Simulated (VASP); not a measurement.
**CsLi3O2: relaxation of cell and atoms with PBE**

The system is CsLi3O2.

```xyz
6
Lattice="5.4183 0.0000 0.0000 -2.7091 4.6924 0.0000 0.0000 0.0000 4.3083" Properties=species:S:1:pos:R:3 pbc="T T T"
Cs    0.0000    0.0000    2.1542
Li    0.0000    0.0000    0.0000
Li    0.0000    3.1282    0.0000
Li    2.7091    1.5641    0.0000
O     0.0000    3.1282    2.1542
O     2.7091    1.5641    2.1542
```

```json
{
 "Program": "VASP 6.6.1",
 "Task": "relaxation of cell and atoms",
 "Functional": "PBE",
 "Potentials or basis": "VASP PAW PBE potentials, release 64 (Cs_sv, Li_sv, O)",
 "Cutoff": "600 eV",
 "k mesh": "9 × 9 × 10",
 "Occupations": "gaussian, width 0.1 eV",
 "Spin": "no spin polarisation",
 "Dipole correction": "no",
 "Further INCAR settings": "ALGO = Normal; EDIFF = 1e-07; IBRION = 2; EDIFFG = -0.01; NSW = 100; ISIF = 3"
}
```

```yaml
Relaxed_volume: 18.39 Å³/atom
Relaxed_cell: a = 5.428 Å, b = 5.428 Å, c = 4.324 Å, α = 90.00°, β = 90.00°, γ = 120.00°
Space_group_after_relaxing_to_0.05_Å: P6/mmm (No. 191)
Energy_gained_by_relaxing: 0.1 meV/atom
Ionic_steps: 4
Pressure_after_relaxing: 0.0 GPa
Band_gap_on_the_k_mesh: zero (band 15 reaches 1.55 eV, above the bottom of band 16 at 1.30 eV)
```

Stress tensor (GPa, compression positive):
```
 0.05  0.00  0.00
 0.00  0.05  0.00
 0.00  0.00 -0.03
```

Step by step:
```
step  energy change (eV)  largest force (eV/Å)  pressure (GPa)  volume (Å³)
   1              0.0000                0.0000            0.24       109.54
   2             -0.0006                0.0000            0.11       109.98
   3             -0.0007                0.0000            0.04       110.20
   4             -0.0007                0.0000            0.02       110.34
```

Final structure:
```
Cs Li O
1.0
     5.42839    0.00000    0.00000
    -2.71419    4.70112    0.00000
     0.00000    0.00000    4.32377
Cs Li O
1 3 2
Direct
  0.00000 0.00000 0.50000
  0.00000 0.00000 0.00000
  0.33333 0.66667 0.00000
  0.66667 0.33333 0.00000
  0.33333 0.66667 0.50000
  0.66667 0.33333 0.50000
```

Levels at points of the mesh, in eV from the Fermi level:
```
           k point  band 12  band 13  band 14  band 15  band 16  band 17  band 18  band 19
(0.00, 0.00, 0.00)    -1.83    -1.34    -0.67    -0.05    -0.05     3.06     3.06     4.25
(0.00, 0.00, 0.50)    -1.52    -1.16     0.03     0.03     0.26     0.26     2.32     3.40
```

Wall time 6.3 min on 1 thread of AMD EPYC 9R45 96-Core Processor (Zen 5), with other jobs on the host, peak memory 0.38 GiB.

Caveat: the cutoff is under 1.25 times the usual one of these potentials, so pressure, stress and relaxed cells hold a basis-set (Pulay) error; spin-orbit coupling is left out, which moves the levels of the heavy elements.
